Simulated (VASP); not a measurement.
# SrTiO3 (P4mm) in VASP: further runs

Runs on SrTiO3. Level: PBEsol. Tasks: single point.

Everything below comes from runs of VASP 6.6.1. Logs are shortened: lines on timing, memory, paths and dates and some standing lists are left out, and cuts for length are marked.

**1. The cell of the first run**

It takes space group P4mm (No. 99, tetragonal). Conventional cell: a = 3.891 Å, b = 3.891 Å, c = 3.891 Å, α = 90.00°, β = 90.00°, γ = 90.00°. Sr (site symmetry 4mm) has 12 O at 2.75 Å and 8 Ti at 3.21 to 3.55 Å within 3.6 Å. Within 2.3 Å of Ti (site symmetry 4mm) lie 6 O at 1.64 to 2.25 Å. O (site symmetry 4mm) has 2 Ti at 1.64 to 2.25 Å within 2.3 Å. O (site symmetry 2mm) has 2 Ti at 1.97 Å within 2.6 Å.

**2. Single point, PBEsol (atoms displaced along a vibrational mode)**

Contents of INCAR:

```
PREC = Accurate
ENCUT = 520
EDIFF = 1E-6
ISMEAR = 0
SIGMA = 0.05
LREAL = False
LASPH = True
NELM = 60
ALGO = Normal
ISIF = 2
LWAVE = False
LCHARG = True
GGA = PS
LELF = True
LVHAR = True
NBANDS = 28
```

Contents of KPOINTS:

```
regular mesh
0
Gamma
  8 8 8
```

Contents of POSCAR:

```
SrTiO3
1.0
    3.8913815400      0.0000000000      0.0000000000
    0.0000000000      3.8913815400      0.0000000000
    0.0000000000      0.0000000000      3.8913815400
Sr Ti O
1 1 3
Direct
   -0.0195617139      0.0000000000      0.0000000000
    0.5562388488      0.5000000000      0.5000000000
   -0.0213584056      0.5000000000      0.5000000000
    0.4801151799      0.0000000000      0.5000000000
    0.4801151799      0.5000000000      0.0000000000
```

Potentials or basis: VASP PAW PBE potentials, release 64 (Sr_sv, Ti_sv, O).

Command:

```
$ cat potpaw_PBE.64/Sr_sv/POTCAR potpaw_PBE.64/Ti_sv/POTCAR potpaw_PBE.64/O/POTCAR > POTCAR
$ mpirun -np 1 vasp_std > vasp.out
```

OUTCAR:

```text
PREC = Accurate
   ENCUT = 520
   EDIFF = 1E-6
   ISMEAR = 0
   LREAL = False
   LASPH = True
   NELM = 60
   ISIF = 2
   GGA = PS

 ion  position               nearest neighbor table
   1  0.980  0.000  0.000-   4 2.75   5 2.75   4 2.75   5 2.75   3 2.75   3 2.75   3 2.75   3 2.75
                             4 2.75   5 2.75   4 2.75   5 2.75   2 3.21   2 3.21   2 3.21   2 3.21
   2  0.556  0.500  0.500-   3 1.64   4 1.97   5 1.97   5 1.97   4 1.97   3 2.25   1 3.21   1 3.21
                             1 3.21   1 3.21   1 3.55   1 3.55   1 3.55   1 3.55
   3  0.979  0.500  0.500-   2 1.64   2 2.25   1 2.75   1 2.75   1 2.75   1 2.75
   4  0.480  0.000  0.500-   2 1.97   2 1.97   1 2.75   1 2.75   1 2.75   1 2.75
   5  0.480  0.500  0.000-   2 1.97   2 1.97   1 2.75   1 2.75   1 2.75   1 2.75

  LATTYP: Found a simple cubic cell.
 ALAT       =     3.8913815400

  Lattice vectors:

 A1 = (   3.8913815400,   0.0000000000,   0.0000000000)
 A2 = (   0.0000000000,   3.8913815400,   0.0000000000)
 A3 = (   0.0000000000,   0.0000000000,   3.8913815400)

Analysis of symmetry for initial positions (statically):
=====================================================================
 Subroutine PRICEL returns:
 Original cell was already a primitive cell.

 Routine SETGRP: Setting up the symmetry group for a
 simple cubic supercell.

 Subroutine GETGRP returns: Found  8 space group operations
 (whereof  8 operations were pure point group operations)
 out of a pool of 48 trial point group operations.

The static configuration has the point symmetry C_4v.

Analysis of symmetry for dynamics (positions and initial velocities):
=====================================================================
 Subroutine PRICEL returns:
 Original cell was already a primitive cell.

 Routine SETGRP: Setting up the symmetry group for a
 simple cubic supercell.

 Subroutine GETGRP returns: Found  8 space group operations
 (whereof  8 operations were pure point group operations)
 out of a pool of 48 trial point group operations.

The dynamic configuration has the point symmetry C_4v.

 Subroutine INISYM returns: Found  8 space group operations
 (whereof  8 operations are pure point group operations),
 and found     1 'primitive' translations

----------------------------------------------------------------------------------------

                                     Primitive cell

  volume of cell :      58.9266

  direct lattice vectors                    reciprocal lattice vectors
     3.891381540  0.000000000  0.000000000     0.256978143  0.000000000  0.000000000
     0.000000000  3.891381540  0.000000000     0.000000000  0.256978143  0.000000000
     0.000000000  0.000000000  3.891381540     0.000000000  0.000000000  0.256978143

  length of vectors
     3.891381540  3.891381540  3.891381540     0.256978143  0.256978143  0.256978143

  position of ions in fractional coordinates (direct lattice)
     0.980438286  0.000000000  0.000000000
     0.556238849  0.500000000  0.500000000
     0.978641594  0.500000000  0.500000000
     0.480115180  0.000000000  0.500000000
     0.480115180  0.500000000  0.000000000

  ion indices of the primitive-cell ions
   primitive index   ion index
                 1           1
                 2           2
                 3           3
                 4           4
                 5           5

----------------------------------------------------------------------------------------

 KPOINTS: regular mesh

Automatic generation of k-mesh.
 Grid dimensions read from file:
 generate k-points for:    8    8    8

 Generating k-lattice:

  Cartesian coordinates                     Fractional coordinates (reciprocal lattice)
     0.032122268  0.000000000  0.000000000     0.125000000  0.000000000  0.000000000
     0.000000000  0.032122268  0.000000000     0.000000000  0.125000000  0.000000000
     0.000000000  0.000000000  0.032122268     0.000000000  0.000000000  0.125000000

  Length of vectors
     0.032122268  0.032122268  0.032122268

  Shift w.r.t. Gamma in fractional coordinates (k-lattice)
     0.000000000  0.000000000  0.000000000

 Subroutine IBZKPT returns following result:
 ===========================================

 Found     75 irreducible k-points:

 Following reciprocal coordinates:
            Coordinates               Weight
  0.000000  0.000000  0.000000      1.000000
  0.125000  0.000000  0.000000      2.000000
  0.000000  0.125000  0.000000      4.000000
  0.250000  0.000000  0.000000      2.000000
  0.000000  0.250000  0.000000      4.000000
  0.375000  0.000000  0.000000      2.000000
[... 16 lines left out ...]
  0.375000  0.250000  0.000000      8.000000
  0.000000  0.375000  0.250000      8.000000
 [... further k-points ...]
   k-points           NKPTS =     75   k-points in BZ     NKDIM =     75   number of bands    NBANDS=     28
   number of dos      NEDOS =    301   number of ions     NIONS =      5
   total plane-waves  NPLWV =  27000
   dimension x,y,z NGX =    30 NGY =   30 NGZ =   30
   dimension x,y,z NGXF=    60 NGYF=   60 NGZF=   60
   ions per type =               1   1   3
   NGX,Y,Z   is equivalent  to a cutoff of  12.82, 12.82, 12.82 a.u.
   NGXF,Y,Z  is equivalent  to a cutoff of  25.63, 25.63, 25.63 a.u.
 SYSTEM =  unknown system
   PREC   = accura    normal or accurate (medium, high low for compatibility)
   ISTART =      0    job   : 0-new  1-cont  2-samecut
   ICHARG =      2    charge: 1-file 2-atom 10-const
   ISPIN  =      1    spin polarized calculation?
   LNONCOLLINEAR =      F non collinear calculations
   LSORBIT =      F    spin-orbit coupling
   LASPH  =      T    aspherical Exc in radial PAW
   ENCUT  =  520.0 eV  38.22 Ry    6.18 a.u.   7.24  7.24  7.24*2*pi/ulx,y,z
   NELM   =     60;   NELMIN=  2; NELMDL= -5     # of ELM steps
   EDIFF  = 0.1E-05   stopping-criterion for ELM
   LREAL  =      F    real-space projection
   EDIFFG = 0.1E-04   stopping-criterion for IOM
   NSW    =      0    number of steps for IOM
   IBRION =     -1    ionic relax: 0-MD 1-quasi-New 2-CG
   NFREE  =      0    steps in history (QN), initial steepest desc. (CG)
   ISIF   =      2    stress and relaxation
   ISYM   =      2    0-nonsym 1-usesym 2-fastsym
   POTIM  = 0.5000    time-step for ionic-motion
   TEBEG  =    0.0;   TEEND  =   0.0 temperature during run
   PSTRESS=    0.0 pullay stress
   NELECT =      40.0000    total number of electrons
   NUPDOWN=      -1.0000    fix difference up-down
   EMIN   =  10.00;   EMAX   =-10.00  energy-range for DOS
   EFERMI =   0.00;   METHOD = LEGACY
   ISMEAR =     0;   SIGMA  =   0.05  broadening in eV -4-tet -1-fermi 0-gaus
   EFERMI_NEDOS =   21; number of points for ismear=-14 and -15
   IALGO  =     38    algorithm
   IMIX   =      4    mixing-type and parameters
     AMIX     =   0.40;   BMIX     =  1.00
     AMIX_MAG =   1.60;   BMIX_MAG =  1.00
  volume/ion in A,a.u.               =      11.79        79.53
  Fermi-wavevector in a.u.,A,eV,Ry     =   1.438769  2.718879 28.164817  2.070056
  Thomas-Fermi vector in A             =   2.557699
   LORBIT       =      0    0 simple, 1 ext, 2 COOP (PROOUT), +10 PAW based schemes
   GGA     = PS    functional components
   LHFCALC =     F    Hartree Fock is set to
   AEXX    =    0.0000 exact exchange contribution
   IVDW    =     0    specifies the selected vdW correction
   LEPSILON=     F    determine dielectric tensor
   LRPA    =     F    only Hartree local field effects (RPA)
 non-spin polarized calculation
 Gauss-broadening in eV      SIGMA  =   0.05
  energy-cutoff  :      520.00
  volume of cell :       58.93
 maximum number of plane-waves:      1622
 NGX is ok and might be reduce to    30
   NGX = 15   NGY = 15   NGZ = 15

 number of electron      40.0000011 magnetization

 Free energy of the ion-electron system (eV)
  ---------------------------------------------------
  ext. energy  EPLUGINS =         0.00000000
  ---------------------------------------------------
  free energy    TOTEN  =       -41.51023798 eV

  energy without entropy =      -41.51023798  energy(sigma->0) =      -41.51023798

 E-fermi :   4.5927     XC(G=0): -11.5682

 val. band max:        4.3396174978   @ k =   0.5000   0.5000   0.5000
 cond. band min:       6.2362250242   @ k =   0.0000   0.0000   0.0000
 fundamental gap:      1.8966075265
 Fermi energy:         4.5927043717

 k-point     1 :       0.0000    0.0000    0.0000
  band No.  band energies     occupation
      1     -51.5852      2.00000
      2     -28.6315      2.00000
      3     -28.3482      2.00000
      4     -27.9180      2.00000
      5     -27.9180      2.00000
      6     -13.3199      2.00000
[... 20 lines left out ...]
     27       9.8291      0.00000
     28      10.3811      0.00000

 k-point     2 :       0.1250    0.0000    0.0000
  band No.  band energies     occupation
      1     -51.5850      2.00000
      2     -28.6367      2.00000
      3     -28.3509      2.00000
      4     -27.9175      2.00000
      5     -27.9175      2.00000
      6     -13.2745      2.00000
[... 20 lines left out ...]
     27      10.1043      0.00000
     28      10.8601      0.00000

 k-point     3 :       0.0000    0.1250    0.0000
  band No.  band energies     occupation
      1     -51.5850      2.00000
      2     -28.6297      2.00000
      3     -28.3501      2.00000
      4     -27.9248      2.00000
      5     -27.9175      2.00000
      6     -13.3511      2.00000
[... 20 lines left out ...]
     27      10.0719      0.00000
     28      10.6035      0.00000

 k-point     4 :       0.2500    0.0000    0.0000
  band No.  band energies     occupation
      1     -51.5843      2.00000
      2     -28.6509      2.00000
      3     -28.3557      2.00000
      4     -27.9162      2.00000
      5     -27.9162      2.00000
      6     -13.2328      2.00000
[... 20 lines left out ...]
     27      10.8449      0.00000
     28      11.9223      0.00000

 k-point     5 :       0.0000    0.2500    0.0000
  band No.  band energies     occupation
      1     -51.5844      2.00000
      2     -28.6259      2.00000
      3     -28.3542      2.00000
      4     -27.9407      2.00000
      5     -27.9164      2.00000
      6     -13.4505      2.00000
[... 20 lines left out ...]
     27      10.4597      0.00000
     28      11.4833      0.00000

 k-point     6 :       0.3750    0.0000    0.0000
  band No.  band energies     occupation
      1     -51.5837      2.00000
      2     -28.6669      2.00000
      3     -28.3584      2.00000
      4     -27.9149      2.00000
      5     -27.9149      2.00000
      6     -13.2919      2.00000
[... 463 lines left out ...]
      5     -27.9146      2.00000
      6     -13.1841      2.00000
[... 20 lines left out ...]
     27      11.4087      0.00000
     28      12.1324      0.00000

 k-point    22 :       0.0000    0.2500    0.2500
  band No.  band energies     occupation
      1     -51.5835      2.00000
      2     -28.6113      2.00000
      3     -28.3559      2.00000
      4     -27.9550      2.00000
      5     -27.9390      2.00000
      6     -13.3573      2.00000
[... 20 lines left out ...]
     27      11.1931      0.00000
     28      11.9102      0.00000

 k-point    23 :       0.3750    0.2500    0.0000
  band No.  band energies     occupation
      1     -51.5828      2.00000
      2     -28.6314      2.00000
      3     -28.3878      2.00000
      4     -27.9479      2.00000
      5     -27.9134      2.00000
      6     -13.0367      2.00000
[... 20 lines left out ...]
     27      12.1712      0.00000
     28      12.7175      0.00000

 k-point    24 :       0.0000    0.3750    0.2500
  band No.  band energies     occupation
      1     -51.5829      2.00000
      2     -28.6012      2.00000
      3     -28.3573      2.00000
      4     -27.9697      2.00000
      5     -27.9497      2.00000
      6     -13.3346      2.00000
[... 20 lines left out ...]
     27      11.9544      0.00000
     28      12.2724      0.00000

 [... further k-points ...]

------------------------ aborting loop because EDIFF is reached ----------------------------------------

  FORCE on cell =-STRESS in cart. coord.  units (eV):
  Direction    XX          YY          ZZ          XY          YZ          ZX
  --------------------------------------------------------------------------------------
  -------------------------------------------------------------------------------------
  Total        7.6918960      0.6263391      0.6263391      0.0000000      0.0000000      0.0000000
  in kB      209.1378035     17.0297657     17.0297657      0.0000000      0.0000000      0.0000000
  external PRESSURE =      81.0657783 kB  Pullay stress =       0.0000000 kB

 VOLUME and BASIS-vectors are now :
 -----------------------------------------------------------------------------
  energy-cutoff  :      520.00
  volume of cell :       58.93
      direct lattice vectors                 reciprocal lattice vectors
     3.891381540  0.000000000  0.000000000     0.256978143  0.000000000  0.000000000
     0.000000000  3.891381540  0.000000000     0.000000000  0.256978143  0.000000000
     0.000000000  0.000000000  3.891381540     0.000000000  0.000000000  0.256978143

 POSITION                                       TOTAL-FORCE (eV/Angst)
 -----------------------------------------------------------------------------------
      3.81526      0.00000      0.00000         0.918046      0.000000     -0.000000
      2.16454      1.94569      1.94569        -5.694285      0.000000      0.000000
      3.80827      1.94569      1.94569         4.103694      0.000000     -0.000000
      1.86831      0.00000      1.94569         0.336272      0.000000      0.000000
      1.86831      1.94569      0.00000         0.336272     -0.000000      0.000000
 -----------------------------------------------------------------------------------
    total drift:                                0.001091      0.000000     -0.000002

  FREE ENERGIE OF THE ION-ELECTRON SYSTEM (eV)
  ---------------------------------------------------
  free  energy   TOTEN  =       -41.5102379759 eV

  energy  without entropy=      -41.5102379759  energy(sigma->0) =      -41.51023798
```

Wall time 86 s (1 thread of Intel Xeon Platinum 8488C (Sapphire Rapids), shared host); peak memory 0.25 GiB.

What came out:

| Property | Result |
| --- | --- |
| Free energy | -41.5102 eV |
| Pressure | 8.1 GPa |
| Largest force | 5.694 eV/Å |
| Band gap on the k mesh | 1.90 eV (least direct gap 2.62 eV) |

Forces in eV/Å, atoms in the order of the input:
```
Sr   0.918  0.000  0.000
Ti  -5.694  0.000  0.000
O    4.104  0.000  0.000
O    0.336  0.000  0.000
O    0.336  0.000  0.000
```

Caveat: the cell differs from its parent crystal (atoms displaced along a vibrational mode); the cell stands under pressure; the PAW data sets were made with another functional, which shifts forces and pressure a little. A k mesh can miss the band edges.

**3. Single point, PBEsol (atoms displaced along a vibrational mode)**

Contents of INCAR:

```
SYSTEM = SrTiO3
PREC = Accurate ; ENCUT = 520
EDIFF = 1E-6 ; ISMEAR = 0
SIGMA = 0.05 ; LREAL = .False.
LASPH = .True. ; NELM = 100
ALGO = Normal ; ISIF = 2
LWAVE = .False. ; LCHARG = .False.
GGA = PS ; NBANDS = 28
```

Contents of KPOINTS:

```
regular mesh
0
Gamma
  8 8 8
  0 0 0
```

Contents of POSCAR:

```
SrTiO3
1.0
    3.8913815400      0.0000000000      0.0000000000
    0.0000000000      3.8913815400      0.0000000000
    0.0000000000      0.0000000000      3.8913815400
Sr Ti O
1 1 3
Direct
    0.0339994257      0.0000000000      0.0000000000
    0.4794023842      0.5000000000      0.5000000000
   -0.0368839925      0.5000000000      0.5000000000
    0.4561542408      0.0000000000      0.5000000000
    0.4561542408      0.5000000000      0.0000000000
```

Potentials or basis: VASP PAW PBE potentials, release 64 (Sr_sv, Ti_sv, O).

Command:

```
$ cat potpaw_PBE.64/Sr_sv/POTCAR potpaw_PBE.64/Ti_sv/POTCAR potpaw_PBE.64/O/POTCAR > POTCAR
$ mpirun -np 1 vasp_std > vasp.out
```

It took 86 s on 1 thread of Intel Xeon Platinum 8488C (Sapphire Rapids), shared host; peak memory 0.26 GiB.

The run converged. Its results:

```
Free energy            : -41.9115 eV
Pressure               : 2.8 GPa
Largest force          : 0.973 eV/Å
Band gap on the k mesh : 1.83 eV (least direct gap 2.22 eV)
```

Forces in eV/Å, atoms in the order of the input:
```
Sr  -0.973  0.000  0.000
Ti   0.650  0.000  0.000
O    0.040  0.000  0.000
O    0.142  0.000  0.000
O    0.142  0.000  0.000
```

Stress tensor (GPa, compression positive):
```
3.58 0.00 0.00
0.00 2.38 0.00
0.00 0.00 2.38
```

Levels at points of the mesh, in eV from the valence-band top:
```
           k point  band 18  band 19  band 20  band 21  band 22  band 23
(0.00, 0.00, 0.00)    -0.43    -0.43    -0.39     1.83     2.07     2.07
(0.50, 0.00, 0.00)    -2.09    -0.74    -0.74     2.00     3.94     3.94
(0.00, 0.50, 0.00)    -1.86    -0.80    -0.73     2.16     3.80     3.84
(0.50, 0.50, 0.00)    -1.60    -1.55    -0.03     3.84     3.95     4.34
(0.00, 0.50, 0.50)    -1.52    -1.52    -0.21     3.86     3.86     4.34
(0.50, 0.50, 0.50)    -0.13     0.00     0.00     4.55     4.56     4.56
```

Caveat: the cell differs from its parent crystal (atoms displaced along a vibrational mode); the PAW data sets were made with another functional, which shifts forces and pressure a little. A k mesh can miss the band edges.

**4. Single point, PBEsol (atoms displaced along a vibrational mode)**

Contents of INCAR:

```
PREC = Accurate ; ENCUT = 520
EDIFF = 1E-6 ; ISMEAR = 0
SIGMA = 0.05 ; LREAL = F
LASPH = T ; NELM = 80
ALGO = Normal ; ISIF = 2
LWAVE = F ; LCHARG = T
GGA = PS ; LELF = T
LVHAR = T ; NBANDS = 28
```

Contents of KPOINTS:

```
Automatic mesh
0
Gamma
  8 8 8
```

Contents of POSCAR:

```
SrTiO3
1.0
    3.8913815400      0.0000000000      0.0000000000
    0.0000000000      3.8913815400      0.0000000000
    0.0000000000      0.0000000000      3.8913815400
Sr Ti O
1 1 3
Direct
   -0.0499517116      0.0000000000      0.0000000000
    0.5857467728      0.5000000000      0.5000000000
    0.0009649874      0.5000000000      0.5000000000
    0.5080282943      0.0000000000      0.5000000000
    0.5080282943      0.5000000000      0.0000000000
```

Command:

```
$ cat potpaw_PBE.64/Sr_sv/POTCAR potpaw_PBE.64/Ti_sv/POTCAR potpaw_PBE.64/O/POTCAR > POTCAR
$ mpirun -np 1 vasp_std > vasp.out
```

It took 71 s on 1 thread of Intel Xeon Platinum 8488C (Sapphire Rapids), shared host; peak memory 0.25 GiB.

Results (log left out):

| Quantity | Value |
| --- | --- |
| Free energy | -41.0815 eV |
| Pressure | 12.3 GPa |
| Largest force | 7.542 eV/Å |
| Band gap on the k mesh | 1.87 eV (least direct gap 2.54 eV) |

Forces on the atoms (eV/Å):
```
Sr   1.621  0.000  0.000
Ti  -7.542  0.000  0.000
O    5.228  0.000  0.000
O    0.347  0.000  0.000
O    0.347  0.000  0.000
```

Stress tensor (GPa, compression positive):
```
26.45  0.00  0.00
 0.00  5.23  0.00
 0.00  0.00  5.23
```

Levels at points of the mesh, in eV from the valence-band top:
```
           k point  band 18  band 19  band 20  band 21  band 22  band 23
(0.00, 0.00, 0.00)    -1.39    -0.68    -0.68     1.87     3.41     3.41
(0.50, 0.00, 0.00)    -2.26    -0.74    -0.74     2.05     4.72     4.72
(0.00, 0.50, 0.00)    -1.92    -1.57    -1.45     3.67     3.87     4.30
(0.50, 0.50, 0.00)    -1.55    -1.54    -0.58     3.91     4.75     4.80
(0.00, 0.50, 0.50)    -2.33    -1.84    -0.10     4.17     4.34     4.34
(0.50, 0.50, 0.50)    -0.48    -0.48     0.00     4.39     4.74     4.74
```

Caveat: the cell differs from its parent crystal (atoms displaced along a vibrational mode); the cell stands under pressure; the PAW data sets were made with another functional, which shifts forces and pressure a little. A k mesh can miss the band edges.

**5. The runs side by side**

| cell | gap on the mesh (eV) | pressure (GPa) | largest force (eV/Å) |
| --- | --- | --- | --- |
| as given, atomic positions A | 1.90 | 8.1 | 5.69 |
| as given, atomic positions B | 1.83 | 2.8 | 0.97 |
| as given, atomic positions C | 1.87 | 12.3 | 7.54 |

Alike in all rows: task single point; level PBEsol; potentials or basis VASP PAW PBE potentials, release 64 (Sr_sv, Ti_sv, O); no spin polarisation; k mesh 8 × 8 × 8; cutoff (eV) 520; smearing gaussian 0.05 eV.

Caveats: the PAW data sets were made with another functional, which shifts forces and pressure a little; the cell stands under pressure (at least some runs).

Absolute energies hang on the potentials; compare differences alone.
